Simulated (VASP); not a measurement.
# LiBr (Fm-3m) in VASP: electric field gradients with PBE

Aim: the electric field gradients of LiBr with PBE.

All numbers are computed with VASP 6.6.1; they aren't measurements. Logs are shortened: lines on timing, memory, paths and dates and some standing lists are left out, and cuts for length are marked.

## 1. The cell of the first run

Symmetry: Fm-3m, No. 225, cubic system. Conventional cell: a = 5.445 Å, b = 5.445 Å, c = 5.445 Å, α = 90.00°, β = 90.00°, γ = 90.00°. Within 3.6 Å of Li (site symmetry m-3m) lie 6 Br at 2.72 Å. Br (site symmetry m-3m) has 6 Li at 2.72 Å within 3.6 Å.

## 2. Electric field gradients, PBE

INCAR

```
SYSTEM = LiBr
PREC = Accurate
ENCUT = 650
EDIFF = 1E-8
ISMEAR = 0
SIGMA = 0.01
LREAL = .False.
LASPH = .True.
NELM = 120
ALGO = Normal
ISIF = 2
LWAVE = .False.
LCHARG = .False.
GGA = PE
LEFG = .True.
NBANDS = 54
GGA_COMPAT = .False.
```

KPOINTS

```
regular mesh
0
Gamma
  3 3 3
  0 0 0
```

POSCAR

```
LiBr
1.0
    0.0000000000      5.4453811596      5.4453811596
    5.4453811596      0.0000000000      5.4453811596
    5.4453811596      5.4453811596      0.0000000000
Li Br
8 8
Direct
    0.0000000000      0.0000000000      0.0000000000
    0.0000000000      0.0000000000      0.5000000000
    0.0000000000      0.5000000000      0.0000000000
    0.0000000000      0.5000000000      0.5000000000
    0.5000000000      0.0000000000      0.0000000000
    0.5000000000      0.0000000000      0.5000000000
    0.5000000000      0.5000000000      0.0000000000
    0.5000000000      0.5000000000      0.5000000000
    0.2500000000      0.2500000000      0.2500000000
    0.2500000000      0.2500000000      0.7500000000
    0.2500000000      0.7500000000      0.2500000000
    0.2500000000      0.7500000000      0.7500000000
    0.7500000000      0.2500000000      0.2500000000
    0.7500000000      0.2500000000      0.7500000000
    0.7500000000      0.7500000000      0.2500000000
    0.7500000000      0.7500000000      0.7500000000
```

Potentials or basis: VASP PAW PBE potentials, release 64 (Li_sv, Br).

Run with:

```
cat potpaw_PBE.64/Li_sv/POTCAR potpaw_PBE.64/Br/POTCAR > POTCAR
mpirun -np 1 vasp_std > vasp.out
```

OUTCAR:

```text
SYSTEM = LiBr
   PREC = Accurate
   ENCUT = 650
   EDIFF = 1E-8
   ISMEAR = 0
   LREAL = .False.
   LASPH = .True.
   NELM = 120
   ISIF = 2
   GGA = PE

 ion  position               nearest neighbor table
   1  0.000  0.000  0.000-
   2  0.000  0.000  0.500-
   3  0.000  0.500  0.000-
   4  0.000  0.500  0.500-
   5  0.500  0.000  0.000-
   6  0.500  0.000  0.500-
[... 8 lines left out ...]
  15  0.750  0.750  0.250-
  16  0.750  0.750  0.750-
[... 6 lines left out ...]
 A1 = (   0.0000000000,   5.4453811596,   5.4453811596)
 A2 = (   5.4453811596,   0.0000000000,   5.4453811596)
 A3 = (   5.4453811596,   5.4453811596,   0.0000000000)

Analysis of symmetry for initial positions (statically):
=====================================================================
 Subroutine PRICEL returns following result:

  LATTYP: Found a face centered cubic cell.
 ALAT       =     5.4453811596

  Lattice vectors:

 A1 = (   0.0000000000,   2.7226905798,   2.7226905798)
 A2 = (   2.7226905798,   0.0000000000,   2.7226905798)
 A3 = (   2.7226905798,   2.7226905798,   0.0000000000)

   8 primitive cells build up your supercell.

 Routine SETGRP: Setting up the symmetry group for a
 face centered cubic supercell.

 Subroutine GETGRP returns: Found 48 space group operations
 (whereof 48 operations were pure point group operations)
 out of a pool of 48 trial point group operations.

The static configuration has the point symmetry O_h .

Analysis of symmetry for dynamics (positions and initial velocities):
=====================================================================
 Subroutine PRICEL returns following result:

  LATTYP: Found a face centered cubic cell.
 ALAT       =     5.4453811596

  Lattice vectors:

 A1 = (   0.0000000000,   2.7226905798,   2.7226905798)
 A2 = (   2.7226905798,   0.0000000000,   2.7226905798)
 A3 = (   2.7226905798,   2.7226905798,   0.0000000000)

   8 primitive cells build up your supercell.

 Routine SETGRP: Setting up the symmetry group for a
 face centered cubic supercell.

 Subroutine GETGRP returns: Found 48 space group operations
 (whereof 48 operations were pure point group operations)
 out of a pool of 48 trial point group operations.

The dynamic configuration has the point symmetry O_h .

 Subroutine INISYM returns: Found 48 space group operations
 (whereof 48 operations are pure point group operations),
 and found     8 'primitive' translations

----------------------------------------------------------------------------------------

                                     Primitive cell

  volume of cell :      40.3669

  direct lattice vectors                    reciprocal lattice vectors
     0.000000000  2.722690580  2.722690580    -0.183641874  0.183641874  0.183641874
     2.722690580  0.000000000  2.722690580     0.183641874 -0.183641874  0.183641874
     2.722690580  2.722690580  0.000000000     0.183641874  0.183641874 -0.183641874

  length of vectors
     3.850465944  3.850465944  3.850465944     0.318077056  0.318077056  0.318077056

  position of ions in fractional coordinates (direct lattice)
     0.000000000  0.000000000  0.000000000
     0.500000000  0.500000000  0.500000000

  ion indices of the primitive-cell ions
   primitive index   ion index
                 1           1
                 2           9

----------------------------------------------------------------------------------------

 KPOINTS: regular mesh

Automatic generation of k-mesh.
[... 42 lines left out ...]
   LASPH  =      T    aspherical Exc in radial PAW
   ENCUT  =  650.0 eV  47.77 Ry    6.91 a.u.  16.01 16.01 16.01*2*pi/ulx,y,z
   NELM   =    120;   NELMIN=  2; NELMDL= -5     # of ELM steps
   EDIFF  = 0.1E-07   stopping-criterion for ELM
   LREAL  =      F    real-space projection
   EDIFFG = 0.1E-06   stopping-criterion for IOM
   NSW    =      0    number of steps for IOM
   IBRION =     -1    ionic relax: 0-MD 1-quasi-New 2-CG
   NFREE  =      0    steps in history (QN), initial steepest desc. (CG)
   ISIF   =      2    stress and relaxation
   ISYM   =      2    0-nonsym 1-usesym 2-fastsym
   POTIM  = 0.5000    time-step for ionic-motion
   TEBEG  =    0.0;   TEEND  =   0.0 temperature during run
   PSTRESS=    0.0 pullay stress
   NELECT =      80.0000    total number of electrons
   NUPDOWN=      -1.0000    fix difference up-down
   EMIN   =  10.00;   EMAX   =-10.00  energy-range for DOS
   EFERMI =   0.00;   METHOD = LEGACY
   ISMEAR =     0;   SIGMA  =   0.01  broadening in eV -4-tet -1-fermi 0-gaus
   EFERMI_NEDOS =   21; number of points for ismear=-14 and -15
   IALGO  =     38    algorithm
   IMIX   =      4    mixing-type and parameters
     AMIX     =   0.40;   BMIX     =  1.00
     AMIX_MAG =   1.60;   BMIX_MAG =  1.00
  volume/ion in A,a.u.               =      20.18       136.20
  Fermi-wavevector in a.u.,A,eV,Ry     =   1.028174  1.942967 14.383282  1.057141
  Thomas-Fermi vector in A             =   2.162157
   LORBIT       =      0    0 simple, 1 ext, 2 COOP (PROOUT), +10 PAW based schemes
   GGA     = PE    functional components
   LHFCALC =     F    Hartree Fock is set to
   AEXX    =    0.0000 exact exchange contribution
   IVDW    =     0    specifies the selected vdW correction
   LEPSILON=     F    determine dielectric tensor
   LRPA    =     F    only Hartree local field effects (RPA)
 non-spin polarized calculation
 Gauss-broadening in eV      SIGMA  =   0.01
  energy-cutoff  :      650.00
  volume of cell :      322.93
 maximum number of plane-waves:     12174
   NGX = 33   NGY = 33   NGZ = 33

 number of electron      80.0000021 magnetization

 Free energy of the ion-electron system (eV)
  ---------------------------------------------------
  ext. energy  EPLUGINS =         0.00000000
  ---------------------------------------------------
  free energy    TOTEN  =       -53.10599396 eV

  energy without entropy =      -53.10599396  energy(sigma->0) =      -53.10599396

 E-fermi :   0.7111     XC(G=0):  -8.5534

 val. band max:        0.5296583156   @ k =   0.0000   0.0000   0.0000
 cond. band min:       5.6125251129   @ k =   0.0000   0.0000   0.0000
 fundamental gap:      5.0828667974
 Fermi energy:         0.7111010625

 k-point     1 :       0.0000    0.0000    0.0000
  band No.  band energies     occupation
      1     -43.8275      2.00000
      2     -43.8264      2.00000
      3     -43.8264      2.00000
      4     -43.8264      2.00000
      5     -43.8264      2.00000
      6     -43.8261      2.00000
[... 209 lines left out ...]
     51       8.6708      0.00000
     52       8.6709      0.00000
 [bands above 52 left out]

------------------------ aborting loop because EDIFF is reached ----------------------------------------

  FORCE on cell =-STRESS in cart. coord.  units (eV):
  Direction    XX          YY          ZZ          XY          YZ          ZX
  --------------------------------------------------------------------------------------
  -------------------------------------------------------------------------------------
  Total        1.8496123      1.8496123      1.8496123      0.0000000      0.0000000     -0.0000000
  in kB        9.1764865      9.1764865      9.1764865      0.0000000      0.0000000     -0.0000000
  external PRESSURE =       9.1764865 kB  Pullay stress =       0.0000000 kB

 VOLUME and BASIS-vectors are now :
 -----------------------------------------------------------------------------
  energy-cutoff  :      650.00
  volume of cell :      322.93
      direct lattice vectors                 reciprocal lattice vectors
     0.000000000  5.445381160  5.445381160    -0.091820937  0.091820937  0.091820937
     5.445381160  0.000000000  5.445381160     0.091820937 -0.091820937  0.091820937
     5.445381160  5.445381160  0.000000000     0.091820937  0.091820937 -0.091820937

 POSITION                                       TOTAL-FORCE (eV/Angst)
 -----------------------------------------------------------------------------------
      0.00000      0.00000      0.00000        -0.000000      0.000000     -0.000000
      2.72269      2.72269      0.00000        -0.000000      0.000000     -0.000000
      2.72269      0.00000      2.72269        -0.000000      0.000000     -0.000000
      5.44538      2.72269      2.72269        -0.000000      0.000000     -0.000000
      0.00000      2.72269      2.72269         0.000000     -0.000000      0.000000
      2.72269      5.44538      2.72269        -0.000000      0.000000      0.000000
[... 8 lines left out ...]
      5.44538      5.44538      8.16807        -0.000000     -0.000000     -0.000000
      8.16807      8.16807      8.16807        -0.000000      0.000000      0.000000
 -----------------------------------------------------------------------------------
    total drift:                                0.000000      0.000000      0.000000

  FREE ENERGIE OF THE ION-ELECTRON SYSTEM (eV)
  ---------------------------------------------------
  free  energy   TOTEN  =       -53.1059939627 eV

  energy  without entropy=      -53.1059939627  energy(sigma->0) =      -53.10599396

 Electric field gradients (V/A^2)
---------------------------------------------------------------------
 ion       V_xx      V_yy      V_zz      V_xy      V_xz      V_yz
---------------------------------------------------------------------
   1      -0.000    -0.000    -0.000    -0.003    -0.003    -0.003
   2      -0.000    -0.000     0.000    -0.003    -0.003    -0.003
   3      -0.000    -0.000     0.000    -0.003    -0.003    -0.003
   4      -0.000    -0.000     0.000    -0.003    -0.003    -0.003
   5      -0.000     0.000    -0.000    -0.003    -0.003    -0.003
   6      -0.000    -0.000    -0.000    -0.003    -0.003    -0.003
[... 8 lines left out ...]
  15      -0.000    -0.000     0.000    -0.000    -0.000    -0.000
  16      -0.000    -0.000     0.000    -0.000    -0.000    -0.000
---------------------------------------------------------------------

 Electric field gradients after diagonalization (V/A^2)
 (convention: |V_zz| > |V_xx| > |V_yy|)
----------------------------------------------------------------------
 ion       V_xx      V_yy      V_zz     asymmetry (V_yy - V_xx)/ V_zz
----------------------------------------------------------------------
   1       0.003     0.003    -0.006       0.000
   2       0.003     0.003    -0.006       0.000
   3       0.003     0.003    -0.006       0.000
   4       0.003     0.003    -0.006       0.000
   5       0.003     0.003    -0.006       0.000
   6       0.003     0.003    -0.006       0.000
[... 8 lines left out ...]
  15       0.000     0.000    -0.001       0.000
  16       0.000     0.000    -0.001       0.000
----------------------------------------------------------------------

           NMR quadrupolar parameters

 Cq : quadrupolar parameter    Cq=e*Q*V_zz/h
 eta: asymmetry parameters     (V_yy - V_xx)/ V_zz
 Q  : nuclear electric quadrupole moment in mb (millibarn)
----------------------------------------------------------------------
 ion       Cq(MHz)       eta       Q (mb)
----------------------------------------------------------------------
   1      -0.000       0.000       1.000
   2      -0.000       0.000       1.000
   3      -0.000       0.000       1.000
   4      -0.000       0.000       1.000
   5      -0.000       0.000       1.000
   6      -0.000       0.000       1.000
[... 8 lines left out ...]
  15      -0.000       0.000       1.000
  16      -0.000       0.000       1.000
----------------------------------------------------------------------
```

Wall time 4 min (1 thread of AMD EPYC 7R43 (Zen 3), shared host); peak memory 0.55 GiB.

Results:

```yaml
Free_energy: -53.1060 eV
Pressure: 0.9 GPa
Band_gap_on_the_k_mesh: 5.08 eV
```

Levels at points of the mesh, in eV from the valence-band top:
```tsv
k point	band 36	band 37	band 38	band 39	band 40	band 41	band 42	band 43	band 44	band 45
(0.00, 0.00, 0.00)	-0.28	-0.28	0.00	0.00	0.00	5.08	5.64	5.64	5.64	5.64
```

Caveat: without QUAD_EFG the Cq values of the log hold for a quadrupole moment of 1 mb, not for the nuclei.
